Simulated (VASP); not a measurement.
B, 4 atoms in the cell. The structure is tetragonal, space group I4_1/amd (No. 141). Conventional cell: a = 3.655 Å, b = 3.655 Å, c = 4.654 Å, α = 90.00°, β = 90.00°, γ = 90.00°. B (site symmetry 2/m) has 6 B at 1.74 to 1.83 Å within 2.3 Å. 

```yaml
Program: VASP 6.6.1
Task: relaxation of cell and atoms
Functional: PBE
Potentials_or_basis: VASP PAW PBE potentials, release 64 (B)
Cutoff: 600 eV
k_mesh: 6 × 6 × 6
Occupations: gaussian, width 0.1 eV
Spin: no spin polarisation
Dipole_correction: no
Further_INCAR_settings: ALGO = Normal; EDIFF = 1e-06; IBRION = 2; EDIFFG = -0.04; NSW = 90; ISIF = 3
```

Potentials or basis: VASP PAW PBE potentials, release 64 (B).

Run with:

```console
$ cat potpaw_PBE.64/B/POTCAR > POTCAR
$ mpirun -np 1 vasp_std > vasp.out
```

Hardware: 1 thread of Intel(R) Xeon(R) Platinum 8488C (Sapphire Rapids), on a shared host.

Problem. How long does it take, and how much memory?

Solution. Wall time 55 s on 1 thread of Intel(R) Xeon(R) Platinum 8488C (Sapphire Rapids), on a shared host, peak memory 0.14 GiB. Counts: scf iterations 61, k points 30, ion steps 13.
